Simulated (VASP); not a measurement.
Set up this calculation in VASP 6.6.1, as the native input.

```
Task                   : relaxation of cell and atoms
Functional             : LDA
Potentials or basis    : VASP PAW LDA potentials, release 64 (Ta_pv, N)
Cutoff                 : 600 eV
k mesh                 : 16 × 16 × 16
Occupations            : gaussian, width 0.1 eV
Spin                   : no spin polarisation
Dipole correction      : no
Further INCAR settings : ALGO = Normal; EDIFF = 1e-07; IBRION = 2; EDIFFG = -0.005; NSW = 70; ISIF = 3
```

The structure of TaN lies in POSCAR:

```
TaN
1.0
    0.0000000000      2.2086347751      2.2086347751
    2.2086347751      0.0000000000      2.2086347751
    2.2086347751      2.2086347751      0.0000000000
Ta N
1 1
Direct
    0.5000000000      0.5000000000      0.5000000000
    0.0000000000      0.0000000000      0.0000000000
```

The input as run:

INCAR

```
SYSTEM = TaN
PREC = Accurate
ENCUT = 600
EDIFF = 1E-7
ISMEAR = 0
SIGMA = 0.1
LREAL = .FALSE.
LASPH = .TRUE.
NELM = 80
ALGO = Normal
ISIF = 3
LWAVE = .FALSE.
LCHARG = .FALSE.
GGA = CA
IBRION = 2
NSW = 70
EDIFFG = -0.005
```

KPOINTS

```
regular mesh
0
G
  16 16 16
  0 0 0
```

Potentials or basis: VASP PAW LDA potentials, release 64 (Ta_pv, N).

Command:

```bash
$ cat potpaw_LDA.64/Ta_pv/POTCAR potpaw_LDA.64/N/POTCAR > POTCAR
$ mpirun -np 1 vasp_std > vasp.out
```

It gave:

```
Relaxed volume                        : 10.33 Å³/atom
Relaxed cell                          : a = 3.080 Å, b = 3.080 Å, c = 3.080 Å, α = 60.00°, β = 60.00°, γ = 60.00°
Space group after relaxing (to 0.1 Å) : Fm-3m (No. 225)
Energy gained by relaxing             : 20.5 meV/atom
Ionic steps                           : 7
Pressure after relaxing               : 0.0 GPa
Band gap on the k mesh                : zero (bands 8 and 9 overlap by 4.18 eV)
```

Caveat: spin-orbit coupling is left out, which moves the levels of the heavy elements.

It took 3.7 min on 1 thread of Intel Xeon 8259CL (shared host), peak memory 0.2 GiB.
